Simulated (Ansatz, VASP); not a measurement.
**WS2 in VASP and in Ansatz**

Contents of POSCAR:

```
WS2
1.0
    3.1799994900      0.0000000000      0.0000000000
   -1.5899997400      2.7539603400      0.0000000000
    0.0000000000      0.0000000000     12.4999993200
W S
2 4
Direct
    0.3333333333      0.6666666667      0.2500000000
    0.6666666667      0.3333333333      0.7500000000
    0.3333333333      0.6666666667      0.6200000000
    0.6666666667      0.3333333333      0.1200000000
    0.3333333333      0.6666666667      0.8800000000
    0.6666666667      0.3333333333      0.3800000000
```

File INCAR.step1:

```
SYSTEM = WS2
PREC     = Accurate       ! precision mode
ENCUT    = 520            ! plane-wave cutoff, eV
ISMEAR   = 0              ! smearing method
SIGMA    = 0.05           ! smearing width, eV
LREAL    = .FALSE.        ! projectors in reciprocal space
LASPH    = .TRUE.         ! aspherical terms in the spheres
NELM     = 150            ! most SCF steps
ISPIN    = 2              ! spin polarisation
MAGMOM   = 2 -2 0 0 0 0   ! initial moments
LMAXMIX  = 4              ! l up to which the mixer works
LDAU     = .TRUE.         ! DFT+U
LDAUTYPE = 2            
LDAUL    = 2 -1           ! shell
LDAUU    = 2 0            ! U, eV
LDAUJ    = 0 0          
NBANDS   = 39             ! bands
GGA      = PE             ! functional
ALGO     = Normal         ! electronic algorithm
EDIFF    = 1E-4           ! SCF threshold, eV
LWAVE    = .TRUE.         ! write WAVECAR
LCHARG   = .FALSE.        ! write CHGCAR
```

INCAR.step2

```
SYSTEM = WS2
PREC     = Accurate       ! precision mode
ENCUT    = 520            ! plane-wave cutoff, eV
EDIFF    = 1E-6           ! SCF threshold, eV
ISMEAR   = 0              ! smearing method
SIGMA    = 0.05           ! smearing width, eV
LREAL    = .FALSE.        ! projectors in reciprocal space
LASPH    = .TRUE.         ! aspherical terms in the spheres
NELM     = 150            ! most SCF steps
ALGO     = Normal         ! electronic algorithm
ISIF     = 2              ! what is computed and relaxed
LWAVE    = .FALSE.        ! write WAVECAR
LCHARG   = .FALSE.        ! write CHGCAR
ISPIN    = 2              ! spin polarisation
MAGMOM   = 2 -2 0 0 0 0   ! initial moments
LORBIT   = 11             ! projections on sites
LMAXMIX  = 4              ! l up to which the mixer works
LDAU     = .TRUE.         ! DFT+U
LDAUTYPE = 2            
LDAUL    = 2 -1           ! shell
LDAUU    = 2 0            ! U, eV
LDAUJ    = 0 0          
LDAUPRINT= 1            
METAGGA  = R2SCAN         ! meta-GGA
LMIXTAU  = .TRUE.       
NBANDS   = 39             ! bands
ISTART   = 1
```

The input KPOINTS:

```
regular mesh
0
G
  7 7 2
  0 0 0
```

Input for Ansatz:

```yaml
crystal:
  lattice:
    - [3.17999949, 0.0, 0.0]
    - [-1.58999974, 2.75396034, 0.0]
    - [0.0, 0.0, 12.49999932]
  atoms:
    - { symbol: W, position: [0.3333333333, 0.6666666667, 0.25], spin: 2.0 }
    - { symbol: W, position: [0.6666666667, 0.3333333333, 0.75], spin: -2.0 }
    - { symbol: S, position: [0.3333333333, 0.6666666667, 0.62] }
    - { symbol: S, position: [0.6666666667, 0.3333333333, 0.12] }
    - { symbol: S, position: [0.3333333333, 0.6666666667, 0.88] }
    - { symbol: S, position: [0.6666666667, 0.3333333333, 0.38] }
basis:
  ecutwfc: 500
  ecutrho_ratio: 4
kpoints:
  mp_grid: { grid: [7, 7, 2] }
hamiltonian:
  xc: r2scan
  hubbard:
    sites: [{ site: 0, l: d, u_eff: 2.0 }, { site: 1, l: d, u_eff: 2.0 }]
scf:
  occupations: { method: gaussian, width: 0.05 }
  lower_state_search: "off"
  max_iter: 150
output:
  forces: true
  stress: true
  eigenvalues: true
  populations: true
  hubbard: { sites: [{ site: 0, l: d }, { site: 1, l: d }] }
magnetization:
  spin_polarized: true
```

Alike in both runs: task single point; functional r2SCAN; k mesh 7 × 7 × 2; occupations gaussian, width 0.05 eV; collinear spin; Hubbard terms W d U = 2.0 eV.

|  | VASP | Ansatz |
| --- | --- | --- |
| version | VASP 6.6.1 | Ansatz 0.2.0 |
| potentials or method | VASP PAW PBE potentials, release 64 (W_sv, S), cutoff 520 eV | scalar-relativistic, plane waves, PAW |
| valence electrons in the cell | 52 | 52 |

VASP gave:

| Item | Value |
| --- | --- |
| gap on the k mesh at the Fermi level (eV) | 1.21 |
| least direct gap on the mesh (eV) | 2.40 |
| pressure (GPa) | -4.1 |
| traceless stress, the component that is largest in VASP (GPa) | -4.50 |
| rms of the force components (eV/Å) | 0.545 |
| net moment per atom (μB) | 0.00 |

**Question.** What did Ansatz give for the same quantities?

**Answer.** gap on the k mesh at the Fermi level (eV): 1.25; least direct gap on the mesh (eV): 2.35; pressure (GPa): -5.6; traceless stress, the component that is largest in VASP (GPa): -4.67; rms of the force components (eV/Å): 0.630; net moment per atom (μB): 0.00.

VASP's potentials were made for PBE, not for r2SCAN. The programs project onto different local orbitals, so the same U acts differently, and such runs can settle in different states. Atom by atom the forces differ by 0.085 eV/Å (rms over components). Ansatz's warnings: seeded moment not kept, stability check not made.

Spin-orbit coupling is off throughout.
